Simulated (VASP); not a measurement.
Wanted: the native input for a VASP 6.6.1 run.

```yaml
Task: single point
Functional: PBE
Potentials_or_basis: VASP PAW PBE potentials, release 64 (Rb_sv, Ga_d, Te)
Cutoff: 520 eV
k_mesh: 3 × 3 × 4
Occupations: gaussian, width 0.1 eV
Spin: no spin polarisation
Dipole_correction: no
Further_INCAR_settings: ALGO = Fast; EDIFF = 1e-06; NBANDS = 39
```

The structure of RbGa3Te2 lies in POSCAR:

```
RbGa3Te2
1.0
    6.5956786100      0.0000000000      0.0000000000
   -3.2978393100      5.7120252300      0.0000000000
    0.0000000000      0.0000000000      3.9426116900
Rb Ga Te
1 3 2
Direct
    0.0000000000      0.0000000000      0.0000000000
    0.5000000000      0.0000000000      0.5000000000
    0.0000000000      0.5000000000      0.5000000000
    0.5000000000      0.5000000000      0.5000000000
    0.6666666700      0.3333333300      0.0000000000
    0.3333333300      0.6666666700      0.0000000000
```

The cell was generated, and may not be a known phase.

The input as run:

INCAR

```
PREC     = Accurate       # precision mode
ENCUT    = 520            # plane-wave cutoff, eV
EDIFF    = 1E-6           # SCF threshold, eV
ISMEAR   = 0              # smearing method
SIGMA    = 0.1            # smearing width, eV
LREAL    = F              # projectors in reciprocal space
LASPH    = T              # aspherical terms in the spheres
NELM     = 60             # most SCF steps
ALGO     = Fast           # electronic algorithm
ISIF     = 2              # what is computed and relaxed
LWAVE    = F              # write WAVECAR
LCHARG   = F              # write CHGCAR
GGA      = PE             # functional
NBANDS   = 39             # bands
```

KPOINTS

```
Automatic mesh
0
Gamma
  3 3 4
```

Potentials or basis: VASP PAW PBE potentials, release 64 (Rb_sv, Ga_d, Te).

Run with:

```bash
$ cat potpaw_PBE.64/Rb_sv/POTCAR potpaw_PBE.64/Ga_d/POTCAR potpaw_PBE.64/Te/POTCAR > POTCAR
$ mpirun -np 1 vasp_std > vasp.out
```

It gave:

The pressure is 11.9 GPa. The band gap on the k mesh is zero (bands 30 and 31 overlap by 2.90 eV).

Caveat: the k points lie up to 0.40 Å⁻¹ apart, too coarse for converged energies and pressures of a metal; spin-orbit coupling is left out, which moves the levels of the heavy elements.

It took 98 s on 1 thread of Intel(R) Xeon(R) 6975P-C (Granite Rapids), on a shared host, peak memory 0.29 GiB.
